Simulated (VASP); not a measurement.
# C (Fmmm) in VASP: notebook, part 2 of 2

VASP 6.6.1. Earlier steps stand in the parts before.

## (3) Single point, PBE+D3(BJ) (atoms shifted along a free coordinate)

INCAR

```
PREC = Accurate
ENCUT = 520
EDIFF = 1E-6
ISMEAR = 0
SIGMA = 0.03
LREAL = False
LASPH = True
NELM = 100
ALGO = Normal
ISIF = 2
LWAVE = False
LCHARG = False
GGA = PE
IVDW = 12
NBANDS = 11
```

KPOINTS

```
Automatic mesh
0
Gamma
  16 16 16
```

POSCAR

```
C
1.0
    0.0000000000      2.0755805716      3.3047059672
    1.1989765253      0.0000000000      3.3047059672
    1.1989765253      2.0755805716      0.0000000000
C
2
Direct
    0.2018401999      0.7981598001      0.2018401999
    0.7981598001      0.2018401999      0.7981598001
```

Potentials or basis: VASP PAW PBE potentials, release 64 (C).

On the command line:

```console
$ cat potpaw_PBE.64/C/POTCAR > POTCAR
$ mpirun -np 1 vasp_std > vasp.out
```

Wall time 2.6 min (1 thread of Intel Xeon 8259CL, shared host); peak memory 0.22 GiB.

The run converged. Its results:

```yaml
Free_energy: -16.6624 eV
Pressure: 59.6 GPa
Largest_force: 9.636 eV/Å
Band_gap_on_the_k_mesh: zero (bands 4 and 5 overlap by 2.52 eV)
Dispersion_energy_per_atom: -0.158 eV
```

Forces in eV/Å, atoms in the order of the input:
```
C    0.000 -9.636  0.000
C    0.000  9.636  0.000
```

Stress tensor (GPa, compression positive):
```
135.57   0.00   0.00
  0.00  42.68   0.00
  0.00   0.00   0.48
```

Levels at points of the mesh, in eV from the Fermi level:
```
           k point  band 1  band 2  band 3  band 4  band 5  band 6  band 7  band 8
(0.00, 0.00, 0.00)  -20.73   -7.60   -7.53    1.98    3.04    3.99   12.54   14.40
(0.50, 0.00, 0.00)  -15.10  -15.02   -5.03   -2.07   -0.11    5.24   12.97   13.26
(0.50, 0.50, 0.00)  -20.42   -9.58   -7.55    2.11    3.10   10.09   12.86   14.01
(0.50, 0.00, 0.50)  -15.65  -12.53   -9.44   -3.96    6.18    7.68   11.08   12.16
(0.00, 0.50, 0.50)  -15.41  -12.32   -9.48   -5.22    3.70    7.25   13.14   17.14
```

Caveat: the cell differs from its parent crystal (atoms shifted along a free coordinate); the cell stands under pressure; forces of over 1 eV/Å act on the atoms, so gaps and moduli don't describe the material at rest.

## (4) Single point, PBE+D3(BJ) (atoms shifted along a free coordinate)

INCAR

```
SYSTEM = C
PREC = Accurate ; ENCUT = 520
EDIFF = 1E-6 ; ISMEAR = 0
SIGMA = 0.03 ; LREAL = .False.
LASPH = .True. ; NELM = 60
ALGO = Normal ; ISIF = 2
LWAVE = .False. ; LCHARG = .True.
GGA = PE ; IVDW = 12
LELF = .True. ; LVHAR = .True.
NBANDS = 11
```

KPOINTS

```
Automatic mesh
0
Gamma
  16 16 16
  0 0 0
```

POSCAR

```
C
1.0
    0.0000000000      2.0755805716      3.3047059672
    1.1989765253      0.0000000000      3.3047059672
    1.1989765253      2.0755805716      0.0000000000
C
2
Direct
    0.1842684003      0.8157315997      0.1842684003
    0.8157315997      0.1842684003      0.8157315997
```

Potentials or basis: VASP PAW PBE potentials, release 64 (C).

On the command line:

```console
$ cat potpaw_PBE.64/C/POTCAR > POTCAR
$ mpirun -np 1 vasp_std > vasp.out
```

OUTCAR:

```text
SYSTEM = C
   PREC = Accurate
   ENCUT = 520
   EDIFF = 1E-6
   ISMEAR = 0
   LREAL = .False.
   LASPH = .True.
   NELM = 60
   ISIF = 2
   GGA = PE
   IVDW = 12
 IVDW          = 12

 ion  position               nearest neighbor table
   1  0.184  0.816  0.184-   2 1.32   2 1.32   2 1.53
   2  0.816  0.184  0.816-   1 1.32   1 1.32   1 1.53

  LATTYP: Found a face centered orthorhombic cell.
 ALAT       =     2.3979530506
 B/A-ratio  =     1.7311269469
 C/A-ratio  =     2.7562724519
[... 526 lines left out ...]

------------------------ aborting loop because EDIFF is reached ----------------------------------------

 Edisp (eV)   -0.31296

 E8    (eV) :    -0.0888

  FORCE on cell =-STRESS in cart. coord.  units (eV):
  Direction    XX          YY          ZZ          XY          YZ          ZX
  --------------------------------------------------------------------------------------
  -------------------------------------------------------------------------------------
  Total       8.60174     3.28968     0.08049     0.00000     0.00000     0.00000
  in kB     837.88367   320.44357     7.84070     0.00000     0.00000     0.00000
  external pressure =      388.72 kB  Pullay stress =        0.00 kB

 VOLUME and BASIS-vectors are now :
 -----------------------------------------------------------------------------
  energy-cutoff  :      520.00
  volume of cell :       16.45
      direct lattice vectors                 reciprocal lattice vectors
     0.000000000  2.075580572  3.304705967    -0.417022343  0.240896454  0.151299391
     1.198976525  0.000000000  3.304705967     0.417022343 -0.240896454  0.151299391
     1.198976525  2.075580572  0.000000000     0.417022343  0.240896454 -0.151299391

 POSITION                                       TOTAL-FORCE (eV/Angst)
 -----------------------------------------------------------------------------------
      1.19898      0.76493      3.30471         0.000000     -7.752067      0.000000
      1.19898      3.38623      3.30471         0.000000      7.752067      0.000000
 -----------------------------------------------------------------------------------
    total drift:                               -0.000000     -0.000000     -0.000000

  FREE ENERGIE OF THE ION-ELECTRON SYSTEM (eV)
  ---------------------------------------------------
  free  energy   TOTEN  =       -17.9961158411 eV

  energy  without entropy=      -17.9961157454  energy(sigma->0) =      -17.99611579
```

stdout:

```text
POSCAR found type information on POSCAR C
 POSCAR found :  1 types and       2 ions
 scaLAPACK will be used
 LDA part: xc-table for (Slater+PW92), standard interpolation
 POSCAR, INCAR and KPOINTS ok, starting setup
 FFT: planning ... GRIDC
 FFT: planning ... GRID_SOFT
 FFT: planning ... GRID
 WAVECAR not read
 entering main loop
```

Wall time 2.8 min (1 thread of Intel Xeon 8259CL, shared host); peak memory 0.22 GiB.

Results:

```yaml
Free_energy: -17.9961 eV
Pressure: 38.9 GPa
Largest_force: 7.752 eV/Å
Dispersion_energy_per_atom: -0.156 eV
```

Forces in eV/Å, atoms in the order of the input:
```
C    0.000 -7.752  0.000
C    0.000  7.752  0.000
```

Stress tensor (GPa, compression positive):
```
83.79  0.00  0.00
 0.00 32.04  0.00
 0.00  0.00  0.78
```

Caveat: the cell differs from its parent crystal (atoms shifted along a free coordinate); the cell stands under pressure; forces of over 1 eV/Å act on the atoms, so gaps and moduli don't describe the material at rest.

## (5) Single point, PBE+D3(BJ) (atoms shifted along a free coordinate)

INCAR

```
SYSTEM = C
ALGO = Normal
EDIFF = 1E-6
ENCUT = 520
GGA = PE
ISIF = 2
ISMEAR = 0
IVDW = 12
LASPH = .TRUE.
LCHARG = .FALSE.
LREAL = .FALSE.
LWAVE = .FALSE.
NBANDS = 11
NELM = 100
PREC = Accurate
SIGMA = 0.03
```

KPOINTS

```
k-points
0
G
  16 16 16
  0 0 0
```

POSCAR

```
C
1.0
    0.0000000000      2.0755805716      3.3047059672
    1.1989765253      0.0000000000      3.3047059672
    1.1989765253      2.0755805716      0.0000000000
C
2
Direct
    0.1403389013      0.8596610987      0.1403389013
    0.8596610987      0.1403389013      0.8596610987
```

On the command line:

```console
$ cat potpaw_PBE.64/C/POTCAR > POTCAR
$ mpirun -np 1 vasp_std > vasp.out
```

It took 3 min on 1 thread of Intel Xeon 8259CL, shared host; peak memory 0.22 GiB.

Results (log left out):

* Free energy: -16.7170 eV
* Pressure: 62.1 GPa
* Largest force: 18.982 eV/Å
* Band gap on the k mesh: zero (bands 4 and 5 overlap by 2.23 eV)
* Dispersion energy per atom: -0.157 eV

Forces in eV/Å, atoms in the order of the input:
```
C     0.000  18.982   0.000
C     0.000 -18.982   0.000
```

Stress tensor (GPa, compression positive):
```
 28.83   0.00   0.00
  0.00 157.83   0.00
  0.00   0.00  -0.40
```

Levels at points of the mesh, in eV from the Fermi level:
```tsv
k point	band 1	band 2	band 3	band 4	band 5	band 6	band 7	band 8	band 9
(0.00, 0.00, 0.00)	-20.42	-7.29	-5.99	0.71	4.15	4.51	11.84	12.98	15.70
(0.50, 0.00, 0.00)	-15.37	-12.96	-6.79	-3.58	3.13	6.24	12.91	14.11	18.80
(0.50, 0.50, 0.00)	-20.10	-9.27	-5.95	0.66	4.44	10.33	11.62	13.04	16.07
(0.50, 0.00, 0.50)	-15.69	-13.77	-5.56	-0.30	0.29	9.08	10.62	11.89	19.81
(0.00, 0.50, 0.50)	-15.54	-13.52	-5.63	-1.57	-1.52	8.67	14.62	17.43	18.70
```

Caveat: the cell differs from its parent crystal (atoms shifted along a free coordinate); the cell stands under pressure; forces of over 1 eV/Å act on the atoms, so gaps and moduli don't describe the material at rest.

## (6) Summary

| cell | gap on the mesh (eV) | pressure (GPa) | largest force (eV/Å) |
| --- | --- | --- | --- |
| as given, atomic positions A | - | 29.0 | 0.02 |
| as given, atomic positions B | none | 59.6 | 9.64 |
| as given, atomic positions C | - | 38.9 | 7.75 |
| as given, atomic positions D | none | 62.1 | 18.98 |

Alike in all rows: task single point; level PBE+D3(BJ); potentials or basis VASP PAW PBE potentials, release 64 (C); no spin polarisation; k mesh 16 × 16 × 16; cutoff (eV) 520; smearing gaussian 0.03 eV.

Caveats: the cell stands under pressure; forces of over 1 eV/Å act on the atoms, so gaps and moduli don't describe the material at rest (at least some runs).

Total energies depend on the potentials used, so only differences within one code and one set of settings carry meaning.
